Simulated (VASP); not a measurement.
Runs of VASP 6.6.1 on La3ScAs4. The structure is that of space group Pm-3m (No. 221), or close to it. The cells are those of the table. 

```tsv
level	cell	gap on the mesh (eV)	pressure (GPa)
PBE	a = 6.119 Å, 8 atoms	0.14	-1.9
r2SCAN	a = 6.000 Å, 8 atoms	0.17	(c)
PBE	a = 6.062 Å, 8 atoms	0.09	-0.1
PBE	a = 5.998 Å, 8 atoms	none	(a)
r2SCAN	a = 5.938 Å, 8 atoms	0.16	4.9
PBE	a = 6.059 Å, 8 atoms	(b)	0.0
PBE	a = 6.178 Å, 8 atoms	0.15	-3.5
PBE	a = 5.936 Å, 8 atoms	none	4.4
```

Alike in all rows: task single point; potentials or basis VASP PAW PBE potentials, release 64 (Sc_sv, As, La); no spin polarisation; k mesh 4 × 4 × 4; cutoff (eV) 520; smearing fermi-dirac 0.02 eV.

Question: Estimate the missing entries.

Answer: (a) 2.0; (b) 0.08; (c) 2.2.

Caveats: semilocal functionals underestimate gaps, and a narrow one can read as zero; spin-orbit coupling is left out, which moves the levels of the heavy elements; the PAW data sets were made with another functional, which shifts forces and pressure a little (at least some runs); the cell stands under pressure (at least some runs); the cell stands under tension (at least some runs).

A k mesh can miss the band edges, and the runs leave out spin-orbit coupling on As, La.

A gap of «none» marks levels without a gap at the run's occupations.
